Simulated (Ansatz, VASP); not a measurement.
**K: VASP beside Ansatz**

The input INCAR:

```
  PREC = Accurate
  ENCUT = 520
  EDIFF = 1E-6
  ISMEAR = 0
  SIGMA = 0.1
  LREAL = F
  LASPH = T
  NELM = 80
  ALGO = Fast
  ISIF = 2
  LWAVE = F
  LCHARG = F
  GGA = PS
  NBANDS = 16
```

KPOINTS

```
Automatic mesh
0
Gamma
  10 10 6
```

POSCAR

```
K
1.0
    2.5026658708     -4.2168815190      0.0000000000
    2.5026658708      4.2168815190      0.0000000000
    0.0000000000      0.0000000000      7.8444513257
K
2
Direct
    0.8391424711      0.1608575289      0.2500000000
    0.1608575289      0.8391424711      0.7500000000
```

Input for Ansatz:

```yaml
crystal:
  lattice:
    - [2.5026658708, -4.216881519, 0.0]
    - [2.5026658708, 4.216881519, 0.0]
    - [0.0, 0.0, 7.8444513257]
  atoms:
    - { symbol: K, position: [0.8391424711, 0.1608575289, 0.25] }
    - { symbol: K, position: [0.1608575289, 0.8391424711, 0.75] }
basis:
  ecutwfc: 420
kpoints:
  mp_grid: { grid: [10, 10, 6] }
hamiltonian:
  xc: pbesol
scf:
  occupations: { method: gaussian, width: 0.1 }
output:
  forces: true
  stress: true
  eigenvalues: true
```

Alike in both runs: task single point; functional PBEsol; k mesh 10 × 10 × 6; occupations gaussian, width 0.1 eV; no spin polarisation.

|  | VASP | Ansatz |
| --- | --- | --- |
| version | VASP 6.6.1 | Ansatz 0.2.0 |
| potentials or method | VASP PAW PBE potentials, release 64 (K_sv), cutoff 520 eV | scalar-relativistic, plane waves, PAW |
| valence electrons in the cell | 18 | 18 |

|  | VASP | Ansatz | Ansatz less VASP |
| --- | --- | --- | --- |
| gap on the k mesh at the Fermi level (eV) | none | none | - |
| pressure (GPa) | -0.4 | -0.4 | +0.01 |
| traceless stress, the component that is largest in VASP (GPa) | -0.09 | -0.09 | 0.000 |
| rms of the force components (eV/Å) | 0.007 | 0.007 | 0.0000 |

VASP's potentials were made for PBE, not for PBEsol. Atom by atom the forces differ by 0.000 eV/Å (rms over components). A gap of «none» marks a metal or a gap that the smearing closes.
